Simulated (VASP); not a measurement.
# Mg2Sn (Fm-3m) in VASP: notebook, part 2 of 2

VASP 6.6.1. Earlier steps stand in the parts before.

### 3 Relaxation of cell and atoms, PBEsol, target pressure 4 GPa, at which the enthalpy is minimised

INCAR

```
ALGO = Normal
EDIFF = 1E-7
EDIFFG = -0.002
ENCUT = 600
GGA = PS
GGA_COMPAT = F
IBRION = 2
ISIF = 3
ISMEAR = -1
LASPH = T
LCHARG = F
LREAL = F
LWAVE = F
NELM = 120
NELMIN = 4
NSW = 100
PREC = Accurate
PSTRESS = 40.0
SIGMA = 0.1
```

KPOINTS

```
k-points
0
Gamma
  12 12 12
```

POSCAR

```
Mg2Sn
1.0
    0.0000000000      3.3739531254      3.3739531254
    3.3739531254      0.0000000000      3.3739531254
    3.3739531254      3.3739531254      0.0000000000
Mg Sn
2 1
Direct
    0.2500000000      0.2500000000      0.2500000000
    0.7500000000      0.7500000000      0.7500000000
    0.0000000000      0.0000000000      0.0000000000
```

Potentials or basis: VASP PAW PBE potentials, release 64 (Mg, Sn_d).

The run is started by

```sh
cat potpaw_PBE.64/Mg/POTCAR potpaw_PBE.64/Sn_d/POTCAR > POTCAR
mpirun -np 1 vasp_std > vasp.out
```

OUTCAR:

```text
EDIFF = 1E-7
   EDIFFG = -0.002
   ENCUT = 600
   GGA = PS
   IBRION = 2
   ISIF = 3
   ISMEAR = -1
   LASPH = T
   LREAL = F
   NELM = 120
   NELMIN = 4
   NSW = 100
   PREC = Accurate
   PSTRESS = 40.0

 ion  position               nearest neighbor table
   1  0.250  0.250  0.250-   3 2.92   3 2.92   3 2.92   3 2.92   2 3.37   2 3.37   2 3.37   2 3.37
                             2 3.37   2 3.37
   2  0.750  0.750  0.750-   3 2.92   3 2.92   3 2.92   3 2.92   1 3.37   1 3.37   1 3.37   1 3.37
                             1 3.37   1 3.37
   3  0.000  0.000  0.000-   2 2.92   2 2.92   2 2.92   1 2.92   2 2.92   1 2.92   1 2.92   1 2.92

  LATTYP: Found a face centered cubic cell.
 ALAT       =     6.7479062508

  Lattice vectors:

 A1 = (   0.0000000000,   3.3739531254,   3.3739531254)
 A2 = (   3.3739531254,   0.0000000000,   3.3739531254)
 A3 = (   3.3739531254,   3.3739531254,   0.0000000000)

Analysis of symmetry for initial positions (statically):
=====================================================================
 Subroutine PRICEL returns:
 Original cell was already a primitive cell.

 Routine SETGRP: Setting up the symmetry group for a
 face centered cubic supercell.

 Subroutine GETGRP returns: Found 48 space group operations
 (whereof 48 operations were pure point group operations)
 out of a pool of 48 trial point group operations.

[... 173 lines left out ...]
  Total       -0.0559889     -0.0559889     -0.0559889      0.0000000      0.0000000     -0.0000000
  in kB       -1.1677922     -1.1677922     -1.1677922      0.0000000      0.0000000     -0.0000000
  external PRESSURE =     -41.1677922 kB  Pullay stress =      40.0000000 kB
[... 26 lines left out ...]
--------------------------------------- Ionic step        2  -------------------------------------------

 number of electron      18.0000002 magnetization

 E-fermi :   4.9343     XC(G=0):  -9.2465

 val. band max:        4.9342642945   @ k =   0.0000   0.0000   0.0000
 cond. band min:       4.9816371893   @ k =   0.5000   0.5000   0.0000
 fundamental gap:      0.0473728948
 Fermi energy:         4.9343333956

 k-point     1 :       0.0000    0.0000    0.0000
  band No.  band energies     occupation
      1     -16.0083      2.00000
      2     -16.0083      2.00000
      3     -16.0083      2.00000
      4     -15.9566      2.00000
      5     -15.9566      2.00000
      6      -4.6778      2.00000
      7       4.9343      1.00035
      8       4.9343      1.00035
      9       4.9343      1.00035
     10       6.8829      0.00000
     11       7.2659      0.00000
     12       7.2659      0.00000
     13       7.2659      0.00000
[... 406 lines left out ...]
--------------------------------------- Ionic step        3  -------------------------------------------

 number of electron      17.9999999 magnetization

 Free energy of the ion-electron system (eV)
  ---------------------------------------------------
  ext. energy  EPLUGINS =         0.00000000
  ---------------------------------------------------
  free energy    TOTEN  =        -8.27228686 eV

  energy without entropy =       -8.26275669  energy(sigma->0) =       -8.26752178

 E-fermi :   4.8053     XC(G=0):  -9.1833

 val. band max:        4.7582507803   @ k =  -0.0833   0.0833   0.0000
 cond. band min:       4.8071561120   @ k =   0.0000   0.0000   0.0000
 fundamental gap:      0.0489053317
 Fermi energy:         4.8052775304

 k-point     1 :       0.0000    0.0000    0.0000
  band No.  band energies     occupation
      1     -16.1239      2.00000
      2     -16.1239      2.00000
      3     -16.1239      2.00000
      4     -16.0744      2.00000
      5     -16.0744      2.00000
      6      -4.7223      2.00000
      7       4.8072      0.99061
      8       4.8072      0.99061
      9       4.8072      0.99061
     10       6.6583      0.00000
     11       7.1109      0.00000
     12       7.1109      0.00000
     13       7.1109      0.00000
[... 402 lines left out ...]
  energy  without entropy=       -8.2627566945  energy(sigma->0) =       -8.26752178

  enthalpy is  TOTEN    =        -6.5023571988 eV   P V=        1.7699296587

 reached required accuracy - stopping structural energy minimisation
```

CONTCAR:

```text
Mg2Sn
   1.00000000000000
     0.0000000000000000    3.2849255724160420    3.2849255724160420
     3.2849255724160420    0.0000000000000000    3.2849255724160420
     3.2849255724160420    3.2849255724160420    0.0000000000000000
  Mg              Sn
     2     1
Direct
     0.2500000000000000    0.2500000000000000    0.2500000000000000
     0.7500000000000000    0.7500000000000000    0.7500000000000000
     0.0000000000000000    0.0000000000000000    0.0000000000000000

  0.00000000E+00  0.00000000E+00  0.00000000E+00
  0.00000000E+00  0.00000000E+00  0.00000000E+00
  0.00000000E+00  0.00000000E+00  0.00000000E+00
```

Run time: 3.4 min. Hardware: 1 thread of Oxide Virtual Turin-like, shared host; peak memory 0.28 GiB.

Results:

| Item | Value |
| --- | --- |
| Free energy | -8.2723 eV |
| Relaxed volume | 23.63 Å³/atom |
| Relaxed cell | a = 4.646 Å, b = 4.646 Å, c = 4.646 Å, α = 60.00°, β = 60.00°, γ = 60.00° |
| Space group after relaxing (to 0.1 Å) | Fm-3m (No. 225) |
| Energy change on relaxing (the run minimises the enthalpy) | +22.3 meV/atom |
| Ionic steps | 3 |
| Pressure after relaxing | 4.0 GPa |

The path:
| step | energy change (eV) | largest force (eV/Å) | pressure (GPa) | volume (Å³) |
| --- | --- | --- | --- | --- |
| 1 | 0.0000 | 0.0000 | -0.12 | 76.82 |
| 2 | 0.0997 | 0.0000 | 5.03 | 69.73 |
| 3 | 0.0669 | 0.0000 | 4.01 | 70.89 |

Final structure:
```yaml
crystal:
  lattice:
    - [0.00000, 3.28493, 3.28493]
    - [3.28493, 0.00000, 3.28493]
    - [3.28493, 3.28493, 0.00000]
  atoms:
    - { symbol: Mg, position: [0.25000, 0.25000, 0.25000] }
    - { symbol: Mg, position: [0.75000, 0.75000, 0.75000] }
    - { symbol: Sn, position: [0.00000, 0.00000, 0.00000] }
```

Caveat: the cell is relaxed towards a set pressure, so the run minimises the enthalpy, not the energy; the PAW data sets were made with another functional, which shifts forces and pressure a little; spin-orbit coupling is left out, which moves the levels of the heavy elements.

### 4 Relaxation of cell and atoms, PBEsol, target pressure 7 GPa, at which the enthalpy is minimised

INCAR

```
PREC = Accurate ; ENCUT = 600
EDIFF = 1E-7 ; ISMEAR = -1
SIGMA = 0.1 ; LREAL = False
LASPH = True ; NELM = 120
ALGO = Normal ; ISIF = 3
LWAVE = False ; LCHARG = False
GGA = PS ; IBRION = 2
NSW = 100 ; EDIFFG = -0.002
PSTRESS = 70.0 ; GGA_COMPAT = False
NELMIN = 4
```

KPOINTS

```
regular mesh
0
Gamma
  12 12 12
```

POSCAR is that of step 3.

Potentials or basis: VASP PAW PBE potentials, release 64 (Mg, Sn_d).

The run is started by

```sh
cat potpaw_PBE.64/Mg/POTCAR potpaw_PBE.64/Sn_d/POTCAR > POTCAR
mpirun -np 1 vasp_std > vasp.out
```

OUTCAR:

```text
PREC = Accurate
   ENCUT = 600
   EDIFF = 1E-7
   ISMEAR = -1
   LREAL = False
   LASPH = True
   NELM = 120
   ISIF = 3
   GGA = PS
   IBRION = 2
   NSW = 100
   EDIFFG = -0.002
   PSTRESS = 70.0
   NELMIN = 4

 ion  position               nearest neighbor table
   1  0.250  0.250  0.250-   3 2.92   3 2.92   3 2.92   3 2.92   2 3.37   2 3.37   2 3.37   2 3.37
                             2 3.37   2 3.37
   2  0.750  0.750  0.750-   3 2.92   3 2.92   3 2.92   3 2.92   1 3.37   1 3.37   1 3.37   1 3.37
                             1 3.37   1 3.37
   3  0.000  0.000  0.000-   2 2.92   2 2.92   2 2.92   1 2.92   2 2.92   1 2.92   1 2.92   1 2.92

  LATTYP: Found a face centered cubic cell.
 ALAT       =     6.7479062508

  Lattice vectors:

 A1 = (   0.0000000000,   3.3739531254,   3.3739531254)
 A2 = (   3.3739531254,   0.0000000000,   3.3739531254)
 A3 = (   3.3739531254,   3.3739531254,   0.0000000000)

Analysis of symmetry for initial positions (statically):
=====================================================================
 Subroutine PRICEL returns:
 Original cell was already a primitive cell.

 Routine SETGRP: Setting up the symmetry group for a
 face centered cubic supercell.

 Subroutine GETGRP returns: Found 48 space group operations
 (whereof 48 operations were pure point group operations)
 out of a pool of 48 trial point group operations.

The static configuration has the point symmetry O_h .

Analysis of symmetry for dynamics (positions and initial velocities):
=====================================================================
 Subroutine PRICEL returns:
 Original cell was already a primitive cell.

 Routine SETGRP: Setting up the symmetry group for a
 face centered cubic supercell.

 Subroutine GETGRP returns: Found 48 space group operations
 (whereof 48 operations were pure point group operations)
 out of a pool of 48 trial point group operations.

The dynamic configuration has the point symmetry O_h .

 Subroutine INISYM returns: Found 48 space group operations
 (whereof 48 operations are pure point group operations),
 and found     1 'primitive' translations

----------------------------------------------------------------------------------------

                                     Primitive cell

[... 117 lines left out ...]
   GGA     = PS    functional components
   LHFCALC =     F    Hartree Fock is set to
   AEXX    =    0.0000 exact exchange contribution
   IVDW    =     0    specifies the selected vdW correction
   LEPSILON=     F    determine dielectric tensor
   LRPA    =     F    only Hartree local field effects (RPA)
 conjugate gradient relaxation of ions
 non-spin polarized calculation
  energy-cutoff  :      600.00
  volume of cell :       76.82
 maximum number of plane-waves:      2637
 NGX is ok and might be reduce to    40
   NGX = 19   NGY = 19   NGZ = 19

--------------------------------------- Ionic step        1  -------------------------------------------

 number of electron      18.0000001 magnetization

 Free energy of the ion-electron system (eV)
  ---------------------------------------------------
  ext. energy  EPLUGINS =         0.00000000
  ---------------------------------------------------
  free energy    TOTEN  =        -8.33919884 eV

  energy without entropy =       -8.32851137  energy(sigma->0) =       -8.33385510

 E-fermi :   4.1955     XC(G=0):  -8.8832

 val. band max:        4.1900511752   @ k =   0.4167   0.4167   0.0000
 cond. band min:       4.2172850952   @ k =   0.0000   0.0000   0.0000
 fundamental gap:      0.0272339200
 Fermi energy:         4.1955197494

 k-point     1 :       0.0000    0.0000    0.0000
  band No.  band energies     occupation
      1     -16.6738      2.00000
      2     -16.6738      2.00000
      3     -16.6738      2.00000
      4     -16.6339      2.00000
      5     -16.6339      2.00000
      6      -4.9282      2.00000
      7       4.2173      0.89160
      8       4.2173      0.89160
      9       4.2173      0.89160
     10       5.6073      0.00000
     11       6.3952      0.00000
     12       6.3952      0.00000
     13       6.3952      0.00000
[... 480 lines left out ...]
  energy  without entropy=       -8.1552602328  energy(sigma->0) =       -8.15981239

  enthalpy is  TOTEN    =        -5.2053744490 eV   P V=        2.9589901029

[... ionic steps 4 to 12 ...]

--------------------------------------- Ionic step       13  -------------------------------------------

 number of electron      18.0000003 magnetization

------------------------ aborting loop because EDIFF is reached ----------------------------------------
[... 73 lines left out ...]
--------------------------------------- Ionic step       15  -------------------------------------------

 number of electron      18.0000003 magnetization

 Free energy of the ion-electron system (eV)
  ---------------------------------------------------
  ext. energy  EPLUGINS =         0.00000000
  ---------------------------------------------------
  free energy    TOTEN  =        -8.16563649 eV

  energy without entropy =       -8.15652855  energy(sigma->0) =       -8.16108252

 E-fermi :   5.1609     XC(G=0):  -9.3573

 val. band max:        5.1596991997   @ k =   0.0000   0.0000   0.0000
 cond. band min:       5.2526725524   @ k =   0.5000   0.4167   0.0000
 fundamental gap:      0.0929733527
 Fermi energy:         5.1609375999

 k-point     1 :       0.0000    0.0000    0.0000
  band No.  band energies     occupation
      1     -15.8045      2.00000
      2     -15.8045      2.00000
      3     -15.8045      2.00000
      4     -15.7489      2.00000
      5     -15.7489      2.00000
      6      -4.5986      2.00000
      7       5.1597      1.00619
      8       5.1597      1.00619
      9       5.1597      1.00619
     10       7.2794      0.00000
     11       7.5416      0.00000
     12       7.5416      0.00000
     13       7.5416      0.00000
[... 402 lines left out ...]
  energy  without entropy=       -8.1565285512  energy(sigma->0) =       -8.16108252

  enthalpy is  TOTEN    =        -5.2053743310 eV   P V=        2.9602621622

 reached required accuracy - stopping structural energy minimisation
```

OSZICAR:

```text
N       E                     dE             d eps       ncg     rms          rms(c)
DAV:   1     0.880058417044E+02    0.88006E+02   -0.92382E+03  1877   0.159E+03
[... 107 lines left out ...]
  14 F= -.52053549E+01 E0= -.52007972E+01  d E =-.458723E-04
       N       E                     dE             d eps       ncg     rms          rms(c)
DAV:   1    -0.816578587975E+01    0.26246E-02   -0.29996E-03  2342   0.949E-01    0.635E-02
DAV:   2    -0.816566095726E+01    0.12492E-03   -0.23265E-04  2247   0.266E-01    0.278E-02
DAV:   3    -0.816563725486E+01    0.23702E-04   -0.60981E-05  2332   0.129E-01    0.563E-03
DAV:   4    -0.816563644381E+01    0.81104E-06   -0.28538E-06  2076   0.173E-02    0.160E-03
DAV:   5    -0.816563649321E+01   -0.49391E-07   -0.13818E-07  1537   0.366E-03
  15 F= -.52053743E+01 E0= -.52008204E+01  d E =-.653265E-04
```

CONTCAR:

```text
Mg2Sn
   1.00000000000000
     0.0000000000000000    3.2357198035670112    3.2357198035670116
     3.2357198035670116   -0.0000000000000000    3.2357198035670116
     3.2357198035670116    3.2357198035670112   -0.0000000000000000
  Mg              Sn
     2     1
Direct
     0.2500000000000000    0.2500000000000000    0.2500000000000000
     0.7500000000000000    0.7500000000000000    0.7500000000000000
     0.0000000000000000    0.0000000000000000    0.0000000000000000

  0.00000000E+00  0.00000000E+00  0.00000000E+00
  0.00000000E+00  0.00000000E+00  0.00000000E+00
  0.00000000E+00  0.00000000E+00  0.00000000E+00
```

Wall time 8.9 min (1 thread of Oxide Virtual Turin-like, shared host); peak memory 0.28 GiB.

Results:

```
Free energy                                                : -8.1656 eV
Relaxed volume                                             : 22.59 Å³/atom
Relaxed cell                                               : a = 4.576 Å, b = 4.576 Å, c = 4.576 Å, α = 60.00°, β = 60.00°, γ = 60.00°
Space group after relaxing (to 0.1 Å)                      : Fm-3m (No. 225)
Energy change on relaxing (the run minimises the enthalpy) : +57.9 meV/atom
Ionic steps                                                : 15
Pressure after relaxing                                    : 7.0 GPa
Band gap on the k mesh                                     : zero (bands 9 and 10 overlap by 0.04 eV)
```

Step by step:
| step | energy change (eV) | largest force (eV/Å) | pressure (GPa) | volume (Å³) |
| --- | --- | --- | --- | --- |
| 1 | 0.0000 | 0.0000 | -0.12 | 76.82 |
| 2 | 0.3298 | 0.0000 | 10.37 | 64.85 |
| 3 | 0.1748 | 0.0000 | 7.02 | 67.73 |
| 4 | 0.1673 | 0.0000 | 6.84 | 67.90 |
| 5 | 0.1675 | 0.0000 | 6.84 | 67.90 |
| 6 | 0.1681 | 0.0000 | 6.86 | 67.88 |
| 7 | 0.1681 | 0.0000 | 6.85 | 67.88 |
| 8 | 0.1681 | 0.0000 | 6.85 | 67.88 |
| 9 | 0.1681 | 0.0000 | 6.85 | 67.88 |
| 10 | 0.1682 | 0.0000 | 6.86 | 67.88 |
| 11 | 0.1684 | 0.0000 | 6.86 | 67.88 |
| 12 | 0.1687 | 0.0000 | 6.87 | 67.87 |
| 13 | 0.1694 | 0.0000 | 6.89 | 67.85 |
| 14 | 0.1708 | 0.0000 | 6.93 | 67.82 |
| 15 | 0.1736 | 0.0000 | 7.00 | 67.76 |

Final structure:
```
CELL_PARAMETERS angstrom
0.00000 3.23572 3.23572
3.23572 0.00000 3.23572
3.23572 3.23572 0.00000
ATOMIC_POSITIONS crystal
Mg 0.25000 0.25000 0.25000
Mg 0.75000 0.75000 0.75000
Sn 0.00000 0.00000 0.00000
```

Caveat: the cell is relaxed towards a set pressure, so the run minimises the enthalpy, not the energy; the PAW data sets were made with another functional, which shifts forces and pressure a little; spin-orbit coupling is left out, which moves the levels of the heavy elements.

### 5 Relaxation of cell and atoms, PBEsol, target pressure 10 GPa, at which the enthalpy is minimised

INCAR

```
SYSTEM = Mg2Sn
ALGO = Normal
EDIFF = 1E-7
EDIFFG = -0.002
ENCUT = 600
GGA = PS
GGA_COMPAT = .FALSE.
IBRION = 2
ISIF = 3
ISMEAR = -1
LASPH = .TRUE.
LCHARG = .FALSE.
LREAL = .FALSE.
LWAVE = .FALSE.
NELM = 120
NELMIN = 4
NSW = 100
PREC = Accurate
PSTRESS = 100.0
SIGMA = 0.1
```

KPOINTS

```
k-points
0
G
  12 12 12
  0 0 0
```

POSCAR is that of step 4.

The run is started by

```sh
cat potpaw_PBE.64/Mg/POTCAR potpaw_PBE.64/Sn_d/POTCAR > POTCAR
mpirun -np 1 vasp_std > vasp.out
```

Run time: 6.1 min. Hardware: 1 thread of Oxide Virtual Turin-like, shared host; peak memory 0.28 GiB.

The run converged. Its results:

```
Free energy                                                : -8.0281 eV
Relaxed volume                                             : 21.72 Å³/atom
Relaxed cell                                               : a = 4.517 Å, b = 4.517 Å, c = 4.517 Å, α = 60.00°, β = 60.00°, γ = 60.00°
Space group after relaxing (to 0.1 Å)                      : Fm-3m (No. 225)
Energy change on relaxing (the run minimises the enthalpy) : +103.7 meV/atom
Ionic steps                                                : 6
Pressure after relaxing                                    : 10.0 GPa
Band gap on the k mesh                                     : zero (bands 9 and 10 overlap by 0.09 eV)
```

Step by step:
```tsv
step	energy change (eV)	largest force (eV/Å)	pressure (GPa)	volume (Å³)
1	0.0000	0.0000	-0.12	76.82
2	0.7284	0.0000	17.52	60.21
3	0.3094	0.0000	9.97	65.17
4	0.3233	0.0000	10.25	64.95
5	0.3042	0.0000	9.87	65.26
6	0.3111	0.0000	10.01	65.15
```

Final structure:
```
Mg Sn
1.0
     0.00000    3.19366    3.19366
     3.19366    0.00000    3.19366
     3.19366    3.19366    0.00000
Mg Sn
2 1
Direct
  0.25000 0.25000 0.25000
  0.75000 0.75000 0.75000
  0.00000 0.00000 0.00000
```

Levels at points of the mesh, in eV from the Fermi level:
| k point | band 7 | band 8 | band 9 | band 10 | band 11 | band 12 |
| --- | --- | --- | --- | --- | --- | --- |
| (0.00, 0.00, 0.00) | 0.00 | 0.00 | 0.00 | 2.36 | 2.46 | 2.46 |
| (0.50, 0.00, 0.00) | -5.43 | -0.92 | -0.92 | 1.37 | 2.35 | 2.35 |
| (0.50, 0.50, 0.00) | -5.09 | -2.40 | -2.40 | -0.09 | 0.17 | 7.80 |

Caveat: the cell is relaxed towards a set pressure, so the run minimises the enthalpy, not the energy; the volume moved by over 15 % at a fixed basis, so the end points are rough; the PAW data sets were made with another functional, which shifts forces and pressure a little; spin-orbit coupling is left out, which moves the levels of the heavy elements.

### 6 Summary

```tsv
cell	gap on the mesh (eV)	pressure (GPa)
relaxed to 2 GPa	none	2.0
relaxed to 4 GPa	-	4.0
relaxed to 7 GPa	none	7.0
relaxed to 10 GPa	none	10.0
```

Alike in all rows: task relaxation of cell and atoms; level PBEsol; potentials or basis VASP PAW PBE potentials, release 64 (Mg, Sn_d); no spin polarisation; k mesh 12 × 12 × 12; cutoff (eV) 600; smearing fermi-dirac 0.1 eV.

Caveats: the cell is relaxed towards a set pressure, so the run minimises the enthalpy, not the energy; the PAW data sets were made with another functional, which shifts forces and pressure a little; spin-orbit coupling is left out, which moves the levels of the heavy elements; the volume moved by over 15 % at a fixed basis, so the end points are rough (at least some runs).

Absolute energies hang on the potentials; compare differences alone.

The gap in the log of VASP goes by the Fermi energy; the results here count the filled bands.